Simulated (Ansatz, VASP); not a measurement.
## One calculation of Pd, two programs

Contents of POSCAR:

```
Pd
1.0
    0.0000000000      2.9801293845      2.9801293845
    2.9801293845      0.0000000000      2.9801293845
    2.9801293845      2.9801293845      0.0000000000
Pd
2
Direct
    0.1250000000      0.1250000000      0.1250000000
    0.8750000000      0.8750000000      0.8750000000
```

File INCAR.step1:

```
SYSTEM = Pd
ALGO     = Normal         ! electronic algorithm
EDIFF    = 1E-4           ! SCF threshold, eV
ENCUT    = 520            ! plane-wave cutoff, eV
GGA      = PE             ! functional
ISMEAR   = -1             ! smearing method
LASPH    = .True.         ! aspherical terms in the spheres
LCHARG   = .False.        ! write CHGCAR
LREAL    = .False.        ! projectors in reciprocal space
LWAVE    = .True.         ! write WAVECAR
NBANDS   = 17             ! bands
NELM     = 60             ! most SCF steps
PREC     = Accurate       ! precision mode
SIGMA    = 0.1            ! smearing width, eV
```

File INCAR.step2:

```
SYSTEM = Pd
ALGO     = Normal         ! electronic algorithm
EDIFF    = 1E-6           ! SCF threshold, eV
ENCUT    = 520            ! plane-wave cutoff, eV
ISIF     = 2              ! what is computed and relaxed
ISMEAR   = -1             ! smearing method
ISTART   = 1            
LASPH    = .True.         ! aspherical terms in the spheres
LCHARG   = .True.         ! write CHGCAR
LELF     = .True.         ! ELF
LMIXTAU  = .True.       
LREAL    = .False.        ! projectors in reciprocal space
LVHAR    = .True.       
LWAVE    = .False.        ! write WAVECAR
METAGGA  = R2SCAN         ! meta-GGA
NBANDS   = 17             ! bands
NELM     = 60             ! most SCF steps
PREC     = Accurate       ! precision mode
SIGMA    = 0.1            ! smearing width, eV
```

Contents of KPOINTS:

```
k-points
0
Gamma
  11 11 11
  0 0 0
```

Input for Ansatz:

```yaml
crystal:
  lattice:
    - [0.0, 2.9801293845, 2.9801293845]
    - [2.9801293845, 0.0, 2.9801293845]
    - [2.9801293845, 2.9801293845, 0.0]
  atoms:
    - { symbol: Pd, position: [0.125, 0.125, 0.125] }
    - { symbol: Pd, position: [0.875, 0.875, 0.875] }
hamiltonian:
  xc: r2scan
  pseudopotentials:
    kind: paw
    azcp:
      Pd: "pseudopotentials/Pd.paw.azcp"
basis:
  ecutwfc: 500
  fft_grid_basis: typed
kpoints:
  mp_grid: { grid: [11, 11, 11], shift: [0, 0, 0] }
magnetization:
  spin_polarized: false
scf:
  occupations: { method: fermi_dirac, width: 0.1 }
  lower_state_search: "off"
output:
  stress: true
```

Alike in both runs: task single point; functional r2SCAN; k mesh 11 × 11 × 11; occupations fermi-dirac, width 0.1 eV; no spin polarisation.

|  | VASP | Ansatz |
| --- | --- | --- |
| version | VASP 6.6.1 | Ansatz 0.2.0 |
| potentials or method | VASP PAW PBE potentials, release 64 (Pd), cutoff 520 eV | plane waves (500 eV) with PAW, scalar-relativistic |
| valence electrons in the cell | 20 | 36 |

|  | VASP | Ansatz | Ansatz less VASP |
| --- | --- | --- | --- |
| pressure (GPa) | -6.4 | -6.4 | +0.03 |

VASP's potentials were made for PBE, not for r2SCAN. VASP's potentials hold 20 valence electrons a cell and Ansatz's 36, so a difference there can come from the potentials and not from the codes.
